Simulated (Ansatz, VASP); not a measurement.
## InP: VASP beside Ansatz

POSCAR

```
InP
1.0
    0.0000000000      2.9305000000      2.9305000000
    2.9305000000      0.0000000000      2.9305000000
    2.9305000000      2.9305000000      0.0000000000
In P
1 1
Direct
    0.0000000000      0.0000000000      0.0000000000
    0.2500000000      0.2500000000      0.2500000000
```

Contents of INCAR.step1:

```
SYSTEM = InP
PREC = Accurate ; ENCUT = 520
EDIFF = 1E-5 ; ISMEAR = 0
SIGMA = 0.01 ; LREAL = .FALSE.
LASPH = .TRUE. ; NELM = 100
ALGO = Normal ; ISIF = 2
LWAVE = .TRUE. ; LCHARG = .FALSE.
GGA = PE ; NBANDS = 16
```

The input INCAR.step2:

```
SYSTEM = InP
PREC = Accurate ; ENCUT = 520
EDIFF = 1E-6 ; ISMEAR = 0
SIGMA = 0.01 ; LREAL = .FALSE.
LASPH = .TRUE. ; NELM = 100
ALGO = Normal ; ISIF = 2
LWAVE = .FALSE. ; LCHARG = .FALSE.
GGA = PE ; LHFCALC = .TRUE.
HFSCREEN = 0.2079 ; PRECFOCK = Normal
ISTART = 1 ; NBANDS = 16
```

Contents of KPOINTS:

```
Automatic mesh
0
G
  6 6 6
  0 0 0
```

Input for Ansatz:

```yaml
crystal:
  lattice:
    - [0.0, 2.9305, 2.9305]
    - [2.9305, 0.0, 2.9305]
    - [2.9305, 2.9305, 0.0]
  atoms:
    - { symbol: In, position: [0.0, 0.0, 0.0] }
    - { symbol: P, position: [0.25, 0.25, 0.25] }
basis:
  ecutwfc: 420
kpoints:
  mp_grid: { grid: [6, 6, 6] }
  band_path:
    path:
      - [0.0, 0.0, 0.0]
      - [-0.5, -0.5, 0.0]
      - [-0.375, -0.375, 0.25]
      - [-0.375, 0.0, 0.375]
      - [0.0, 0.0, 0.5]
      - [-0.5, -0.25, 0.25]
    npoints: 1
hamiltonian:
  xc: hse06
scf:
  occupations: { method: fixed }
  n_extra_bands: 4
output:
  forces: true
  stress: true
  eigenvalues: true
```

Alike in both runs: task single point; functional HSE06; k mesh 6 × 6 × 6; no spin polarisation.

|  | VASP | Ansatz |
| --- | --- | --- |
| version | VASP 6.6.1 | Ansatz 0.2.0 |
| potentials or method | VASP PAW PBE potentials, release 64 (In_d, P), cutoff 520 eV | scalar-relativistic, plane waves, PAW |
| occupations | gaussian, width 0.01 eV | fixed |
| valence electrons in the cell | 18 | 18 |

```tsv
	VASP	Ansatz	Ansatz less VASP
gap on the k mesh at the Fermi level (eV)	1.50	1.50	+0.003
least direct gap on the mesh (eV)	1.50	1.50	+0.003
pressure (GPa)	1.3	1.5	+0.17
```

Ansatz's warnings: stress exchange threshold loose, stress scf threshold loose.
